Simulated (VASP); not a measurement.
Input of a VASP 6.6.1 run:

INCAR

```
PREC     = Accurate       # precision mode
ENCUT    = 520            # plane-wave cutoff, eV
EDIFF    = 1E-6           # SCF threshold, eV
ISMEAR   = -1             # smearing method
SIGMA    = 0.05           # smearing width, eV
LREAL    = Auto         
LASPH    = True           # aspherical terms in the spheres
NELM     = 100            # most SCF steps
ALGO     = Fast           # electronic algorithm
ISIF     = 2              # what is computed and relaxed
LWAVE    = False          # write WAVECAR
LCHARG   = True           # write CHGCAR
GGA      = PE             # functional
LELF     = True           # ELF
LVHAR    = True         
NBANDS   = 102            # bands
```

The input KPOINTS:

```
regular mesh
0
Gamma
  4 4 4
```

Contents of POSCAR:

```
Ta
1.0
    6.6051200000      0.0000000000      0.0000000000
    0.0000000000      6.6051200000      0.0000000000
    0.0000000000      0.0000000000      6.6051200000
Ta
16
Direct
    0.0000000000      0.0000000000      0.0000000000
    0.5000000000      0.0000000000      0.0000000000
    0.0000000000      0.5000000000      0.0000000000
    0.0000000000      0.0000000000      0.5000000000
    0.2500000000      0.2500000000      0.2500000000
    0.5000000000      0.5000000000      0.0000000000
    0.5000000000      0.0000000000      0.5000000000
    0.7500000000      0.2500000000      0.2500000000
    0.0000000000      0.5000000000      0.5000000000
    0.2500000000      0.7500000000      0.2500000000
    0.2500000000      0.2500000000      0.7500000000
    0.5000000000      0.5000000000      0.5000000000
    0.7500000000      0.7500000000      0.2500000000
    0.7500000000      0.2500000000      0.7500000000
    0.2500000000      0.7500000000      0.7500000000
    0.7500000000      0.7500000000      0.7500000000
```

Potentials or basis: VASP PAW PBE potentials, release 64 (Ta_pv).

Run with:

```console
$ cat potpaw_PBE.64/Ta_pv/POTCAR > POTCAR
$ mpirun -np 1 vasp_std > vasp.out
```

Problem. Predict the band gap on the k mesh.

Solution. Zero (band 88 reaches 6.74 eV, above the bottom of band 89 at 4.48 eV).

Problem. Predict the pressure.

Solution. 3.3 GPa.

Caveat: spin-orbit coupling is left out, which moves the levels of the heavy elements.
